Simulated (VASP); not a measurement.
# N2 in VASP: notebook

Runs on N2. Level: PBEsol. Tasks: single point, relaxation of the atoms.

Program: VASP 6.6.1. These are calculated values, not measurements. Logs are shortened: lines on timing, memory, paths and dates and some standing lists are left out, and cuts for length are marked.

### 1 The cell of the first run

The cell holds a molecule in a box, 2 atoms: a = 9.000 Å, b = 9.500 Å, c = 10.000 Å, α = 90.00°, β = 90.00°, γ = 90.00°.

### 2 Single point, PBEsol

INCAR reads:

```
SYSTEM = N
PREC = Accurate ; ENCUT = 520
EDIFF = 1E-7 ; ISMEAR = -1
SIGMA = 0.05 ; LREAL = .False.
LASPH = .True. ; NELM = 100
ALGO = Normal ; ISIF = 2
LWAVE = .False. ; LCHARG = .False.
GGA = PS ; NBANDS = 12
```

KPOINTS reads:

```
Automatic mesh
0
Gamma
  1 1 1
  0 0 0
```

POSCAR reads:

```
N
1.0
    9.0000000000      0.0000000000      0.0000000000
    0.0000000000      9.5000000000      0.0000000000
    0.0000000000      0.0000000000     10.0000000000
N
2
Direct
    0.5000000000      0.5000000000      0.4449991950
    0.5000000000      0.5000000000      0.5550008050
```

Potentials or basis: VASP PAW PBE potentials, release 64 (N).

Started as:

```
> cat potpaw_PBE.64/N/POTCAR > POTCAR
> mpirun -np 1 vasp_gam > vasp.out
```

OUTCAR:

```text
SYSTEM = N
   PREC = Accurate
   ENCUT = 520
   EDIFF = 1E-7
   ISMEAR = -1
   LREAL = .False.
   LASPH = .True.
   NELM = 100
   ISIF = 2
   GGA = PS

 ion  position               nearest neighbor table
   1  0.500  0.500  0.445-   2 1.10
   2  0.500  0.500  0.555-   1 1.10

  LATTYP: Found a simple orthorhombic cell.
 ALAT       =     9.0000000000
 B/A-ratio  =     1.0555555556
 C/A-ratio  =     1.1111111111

  Lattice vectors:

 A1 = (   9.0000000000,   0.0000000000,   0.0000000000)
 A2 = (   0.0000000000,   9.5000000000,   0.0000000000)
 A3 = (   0.0000000000,   0.0000000000,  10.0000000000)

Analysis of symmetry for initial positions (statically):
=====================================================================
 Subroutine PRICEL returns:
 Original cell was already a primitive cell.

 Routine SETGRP: Setting up the symmetry group for a
 simple orthorhombic supercell.

 Subroutine GETGRP returns: Found  8 space group operations
 (whereof  8 operations were pure point group operations)
 out of a pool of  8 trial point group operations.

The static configuration has the point symmetry D_2h.

Analysis of symmetry for dynamics (positions and initial velocities):
=====================================================================
 Subroutine PRICEL returns:
 Original cell was already a primitive cell.

 Routine SETGRP: Setting up the symmetry group for a
 simple orthorhombic supercell.

 Subroutine GETGRP returns: Found  8 space group operations
 (whereof  8 operations were pure point group operations)
 out of a pool of  8 trial point group operations.

The dynamic configuration has the point symmetry D_2h.

 Subroutine INISYM returns: Found  8 space group operations
 (whereof  8 operations are pure point group operations),
 and found     1 'primitive' translations

----------------------------------------------------------------------------------------

                                     Primitive cell

  volume of cell :     855.0000

  direct lattice vectors                    reciprocal lattice vectors
     9.000000000  0.000000000  0.000000000     0.111111111  0.000000000  0.000000000
     0.000000000  9.500000000  0.000000000     0.000000000  0.105263158  0.000000000
     0.000000000  0.000000000 10.000000000     0.000000000  0.000000000  0.100000000

  length of vectors
     9.000000000  9.500000000 10.000000000     0.111111111  0.105263158  0.100000000

  position of ions in fractional coordinates (direct lattice)
     0.500000000  0.500000000  0.444999195
     0.500000000  0.500000000  0.555000805

  ion indices of the primitive-cell ions
   primitive index   ion index
                 1           1
                 2           2

----------------------------------------------------------------------------------------

 KPOINTS: Automatic mesh

Automatic generation of k-mesh.
 Grid dimensions read from file:
 generate k-points for:    1    1    1

 Generating k-lattice:

  Cartesian coordinates                     Fractional coordinates (reciprocal lattice)
     0.111111111  0.000000000  0.000000000     1.000000000  0.000000000  0.000000000
     0.000000000  0.105263158  0.000000000     0.000000000  1.000000000  0.000000000
     0.000000000  0.000000000  0.100000000     0.000000000  0.000000000  1.000000000

  Length of vectors
     0.111111111  0.105263158  0.100000000

  Shift w.r.t. Gamma in fractional coordinates (k-lattice)
     0.000000000  0.000000000  0.000000000

 Subroutine IBZKPT returns following result:
 ===========================================

 Found      1 irreducible k-points:

 Following reciprocal coordinates:
            Coordinates               Weight
  0.000000  0.000000  0.000000      1.000000
   k-points           NKPTS =      1   k-points in BZ     NKDIM =      1   number of bands    NBANDS=     12
   number of dos      NEDOS =    301   number of ions     NIONS =      2
   total plane-waves  NPLWV = 403200
   dimension x,y,z NGX =    70 NGY =   72 NGZ =   80
   dimension x,y,z NGXF=   140 NGYF=  144 NGZF=  160
   ions per type =               2
   NGX,Y,Z   is equivalent  to a cutoff of  12.93, 12.60, 13.30 a.u.
   NGXF,Y,Z  is equivalent  to a cutoff of  25.86, 25.20, 26.60 a.u.
 SYSTEM =  N
   PREC   = accura    normal or accurate (medium, high low for compatibility)
   ISTART =      0    job   : 0-new  1-cont  2-samecut
   ICHARG =      2    charge: 1-file 2-atom 10-const
   ISPIN  =      1    spin polarized calculation?
   LNONCOLLINEAR =      F non collinear calculations
   LSORBIT =      F    spin-orbit coupling
   LASPH  =      T    aspherical Exc in radial PAW
   ENCUT  =  520.0 eV  38.22 Ry    6.18 a.u.  16.73 17.66 18.59*2*pi/ulx,y,z
   NELM   =    100;   NELMIN=  2; NELMDL= -5     # of ELM steps
   EDIFF  = 0.1E-06   stopping-criterion for ELM
   LREAL  =      F    real-space projection
   EDIFFG = 0.1E-05   stopping-criterion for IOM
   NSW    =      0    number of steps for IOM
   IBRION =     -1    ionic relax: 0-MD 1-quasi-New 2-CG
   NFREE  =      0    steps in history (QN), initial steepest desc. (CG)
   ISIF   =      2    stress and relaxation
   ISYM   =      2    0-nonsym 1-usesym 2-fastsym
   POTIM  = 0.5000    time-step for ionic-motion
   TEBEG  =    0.0;   TEEND  =   0.0 temperature during run
   PSTRESS=    0.0 pullay stress
   NELECT =      10.0000    total number of electrons
   NUPDOWN=      -1.0000    fix difference up-down
   EMIN   =  10.00;   EMAX   =-10.00  energy-range for DOS
   EFERMI =   0.00;   METHOD = LEGACY
   ISMEAR =    -1;   SIGMA  =   0.05  broadening in eV -4-tet -1-fermi 0-gaus
   EFERMI_NEDOS =   21; number of points for ismear=-14 and -15
   IALGO  =     38    algorithm
   IMIX   =      4    mixing-type and parameters
     AMIX     =   0.40;   BMIX     =  1.00
     AMIX_MAG =   1.60;   BMIX_MAG =  1.00
  volume/ion in A,a.u.               =     427.50      2884.91
  Fermi-wavevector in a.u.,A,eV,Ry     =   0.371609  0.702239  1.878872  0.138093
  Thomas-Fermi vector in A             =   1.299861
   LORBIT       =      0    0 simple, 1 ext, 2 COOP (PROOUT), +10 PAW based schemes
   GGA     = PS    functional components
   LHFCALC =     F    Hartree Fock is set to
   AEXX    =    0.0000 exact exchange contribution
   IVDW    =     0    specifies the selected vdW correction
   LEPSILON=     F    determine dielectric tensor
   LRPA    =     F    only Hartree local field effects (RPA)
 non-spin polarized calculation
  energy-cutoff  :      520.00
  volume of cell :      855.00
 maximum number of plane-waves:     11510
 NGX is ok and might be reduce to    70
   NGX = 33   NGY = 35   NGZ = 37

 number of electron      10.0000000 magnetization

 Free energy of the ion-electron system (eV)
  ---------------------------------------------------
  ext. energy  EPLUGINS =         0.00000000
  ---------------------------------------------------
  free energy    TOTEN  =       -17.05068426 eV

  energy without entropy =      -17.05068426  energy(sigma->0) =      -17.05068426

 E-fermi :  -8.7837     XC(G=0):  -0.6779

 val. band max:       -9.9885055105   @ k =   0.0000   0.0000   0.0000
 cond. band min:      -1.8008795985   @ k =   0.0000   0.0000   0.0000
 fundamental gap:      8.1876259120
 Fermi energy:        -8.7837264305

 k-point     1 :       0.0000    0.0000    0.0000
  band No.  band energies     occupation
      1     -28.1723      2.00000
      2     -13.1923      2.00000
      3     -11.4960      2.00000
      4     -11.4960      2.00000
      5      -9.9885      2.00000
      6      -1.8009      0.00000
      7      -1.8004      0.00000
      8      -0.1642      0.00000
      9       1.2271      0.00000
     10       1.3069      0.00000
     11       1.3100      0.00000
     12       1.4737      0.00000

------------------------ aborting loop because EDIFF is reached ----------------------------------------

  FORCE on cell =-STRESS in cart. coord.  units (eV):
  Direction    XX          YY          ZZ          XY          YZ          ZX
  --------------------------------------------------------------------------------------
  -------------------------------------------------------------------------------------
  Total       -0.0588847     -0.0571707      1.9555237     -0.0000000      0.0000000      0.0000000
  in kB       -0.1103436     -0.1071316      3.6644395     -0.0000000      0.0000000      0.0000000
  external PRESSURE =       1.1489881 kB  Pullay stress =       0.0000000 kB

 VOLUME and BASIS-vectors are now :
 -----------------------------------------------------------------------------
  energy-cutoff  :      520.00
  volume of cell :      855.00
      direct lattice vectors                 reciprocal lattice vectors
     9.000000000  0.000000000  0.000000000     0.111111111  0.000000000  0.000000000
     0.000000000  9.500000000  0.000000000     0.000000000  0.105263158  0.000000000
     0.000000000  0.000000000 10.000000000     0.000000000  0.000000000  0.100000000

 POSITION                                       TOTAL-FORCE (eV/Angst)
 -----------------------------------------------------------------------------------
      4.50000      4.75000      4.44999         0.000000      0.000000     -1.861133
      4.50000      4.75000      5.55001         0.000000      0.000000      1.861133
 -----------------------------------------------------------------------------------
    total drift:                                0.000000      0.000000      0.000000

  FREE ENERGIE OF THE ION-ELECTRON SYSTEM (eV)
  ---------------------------------------------------
  free  energy   TOTEN  =       -17.0506842599 eV

  energy  without entropy=      -17.0506842598  energy(sigma->0) =      -17.05068426
```

Run time: 94 s. Hardware: 1 thread of Intel Xeon 8259CL, shared host; peak memory 0.74 GiB.

Results:

```yaml
Free_energy: -17.0507 eV
Largest_force: 1.861 eV/Å
Gap_between_the_frontier_levels: 8.19 eV
```

Forces in eV/Å, atoms in the order of the input:
```
N    0.000  0.000 -1.861
N    0.000  0.000  1.861
```

Levels at points of the mesh, in eV from the valence-band top:
```
           k point  band 3  band 4  band 5  band 6  band 7  band 8
(0.00, 0.00, 0.00)   -1.51   -1.51    0.00    8.19    8.19    9.82
```

Caveat: the standard files for N, O and F lose accuracy on very short bonds; the PAW data sets were made with another functional, which shifts forces and pressure a little.

### 3 Relaxation of the atoms, PBEsol

INCAR reads:

```
  ALGO = Normal
  EDIFF = 1E-7
  EDIFFG = -0.03
  ENCUT = 520
  GGA = PS
  IBRION = 2
  ISIF = 2
  ISMEAR = -1
  LASPH = T
  LCHARG = F
  LREAL = F
  LWAVE = F
  NELM = 100
  NSW = 80
  PREC = Accurate
  SIGMA = 0.05
```

KPOINTS reads:

```
k-points
0
Gamma
  1 1 1
```

POSCAR reads:

```
N
1.0
    9.0000000000      0.0000000000      0.0000000000
    0.0000000000      9.5000000000      0.0000000000
    0.0000000000      0.0000000000     10.0000000000
N
2
Direct
    0.5000000000      0.5000000000      0.4445000000
    0.5000000000      0.5000000000      0.5555000000
```

Potentials or basis: VASP PAW PBE potentials, release 64 (N).

Started as:

```
> cat potpaw_PBE.64/N/POTCAR > POTCAR
> mpirun -np 1 vasp_gam > vasp.out
```

OUTCAR:

```text
EDIFF = 1E-7
   EDIFFG = -0.03
   ENCUT = 520
   GGA = PS
   IBRION = 2
   ISIF = 2
   ISMEAR = -1
   LASPH = T
   LREAL = F
   NELM = 100
   NSW = 80
   PREC = Accurate

 ion  position               nearest neighbor table
   1  0.500  0.500  0.444-   2 1.11
   2  0.500  0.500  0.556-   1 1.11

  LATTYP: Found a simple orthorhombic cell.
 ALAT       =     9.0000000000
 B/A-ratio  =     1.0555555556
 C/A-ratio  =     1.1111111111

  Lattice vectors:

 A1 = (   9.0000000000,   0.0000000000,   0.0000000000)
 A2 = (   0.0000000000,   9.5000000000,   0.0000000000)
 A3 = (   0.0000000000,   0.0000000000,  10.0000000000)

Analysis of symmetry for initial positions (statically):
=====================================================================
 Subroutine PRICEL returns:
 Original cell was already a primitive cell.

 Routine SETGRP: Setting up the symmetry group for a
 simple orthorhombic supercell.

 Subroutine GETGRP returns: Found  8 space group operations
 (whereof  8 operations were pure point group operations)
[... 127 lines left out ...]
 maximum number of plane-waves:     11510
 NGX is ok and might be reduce to    70
   NGX = 33   NGY = 35   NGZ = 37

--------------------------------------- Ionic step        1  -------------------------------------------

 number of electron      10.0000001 magnetization

 Free energy of the ion-electron system (eV)
  ---------------------------------------------------
  ext. energy  EPLUGINS =         0.00000000
  ---------------------------------------------------
  free energy    TOTEN  =       -17.06114339 eV

  energy without entropy =      -17.06114339  energy(sigma->0) =      -17.06114339

------------------------ aborting loop because EDIFF is reached ----------------------------------------

  FORCE on cell =-STRESS in cart. coord.  units (eV):
  Direction    XX          YY          ZZ          XY          YZ          ZX
  --------------------------------------------------------------------------------------
  -------------------------------------------------------------------------------------
  Total       -0.0541095     -0.0524461      0.1997812     -0.0000000      0.0000000      0.0000000
  in kB       -0.1013953     -0.0982783      0.3743682     -0.0000000      0.0000000      0.0000000
  external PRESSURE =       0.0582316 kB  Pullay stress =       0.0000000 kB
[... 59 lines left out ...]
--------------------------------------- Ionic step        3  -------------------------------------------

 number of electron      10.0000001 magnetization

 Free energy of the ion-electron system (eV)
  ---------------------------------------------------
  ext. energy  EPLUGINS =         0.00000000
  ---------------------------------------------------
  free energy    TOTEN  =       -17.06135323 eV

  energy without entropy =      -17.06135323  energy(sigma->0) =      -17.06135323

 E-fermi :  -8.7748     XC(G=0):  -0.6759

 val. band max:       -9.9816886495   @ k =   0.0000   0.0000   0.0000
 cond. band min:      -1.9354025756   @ k =   0.0000   0.0000   0.0000
 fundamental gap:      8.0462860738
 Fermi energy:        -8.7747922055

 k-point     1 :       0.0000    0.0000    0.0000
  band No.  band energies     occupation
      1     -27.9891      2.00000
      2     -13.2758      2.00000
      3     -11.3995      2.00000
      4     -11.3995      2.00000
      5      -9.9817      2.00000
      6      -1.9354      0.00000
      7      -1.9350      0.00000
      8      -0.1633      0.00000
      9       1.2266      0.00000
[... 27 lines left out ...]
  FREE ENERGIE OF THE ION-ELECTRON SYSTEM (eV)
  ---------------------------------------------------
  free  energy   TOTEN  =       -17.0613532280 eV

  energy  without entropy=      -17.0613532279  energy(sigma->0) =      -17.06135323

 reached required accuracy - stopping structural energy minimisation
```

CONTCAR:

```text
N
   1.00000000000000
     9.0000000000000000    0.0000000000000000    0.0000000000000000
     0.0000000000000000    9.5000000000000000    0.0000000000000000
     0.0000000000000000    0.0000000000000000   10.0000000000000000
  N
     2
Direct
     0.5000000000000000    0.5000000000000000    0.4444171999349613
     0.5000000000000000    0.5000000000000000    0.5555828000650388

  0.00000000E+00  0.00000000E+00  0.00000000E+00
  0.00000000E+00  0.00000000E+00  0.00000000E+00
```

Wall time 3.4 min (1 thread of Intel Xeon 8259CL, shared host); peak memory 0.79 GiB.

What came out:

```
Free energy                     : -17.0614 eV
Energy gained by relaxing       : 0.1 meV/atom
Ionic steps                     : 3
Gap between the frontier levels : 8.05 eV
```

Step by step:
| step | energy change (eV) | largest force (eV/Å) | pressure (GPa) |
| --- | --- | --- | --- |
| 1 | 0.0000 | 0.2544 | 0.01 |
| 2 | 0.0376 | 3.2056 | -0.24 |
| 3 | -0.0002 | 0.0004 | -0.01 |

Final structure:
```xyz
2
Lattice="9.0000 0.0000 0.0000 0.0000 9.5000 0.0000 0.0000 0.0000 10.0000" Properties=species:S:1:pos:R:3 pbc="T T T"
N     4.5000    4.7500    4.4442
N     4.5000    4.7500    5.5558
```

Levels at points of the mesh, in eV from the valence-band top:
| k point | band 3 | band 4 | band 5 | band 6 | band 7 | band 8 |
| --- | --- | --- | --- | --- | --- | --- |
| (0.00, 0.00, 0.00) | -1.42 | -1.42 | 0.00 | 8.05 | 8.05 | 9.82 |

Caveat: the standard files for N, O and F lose accuracy on very short bonds; the PAW data sets were made with another functional, which shifts forces and pressure a little.
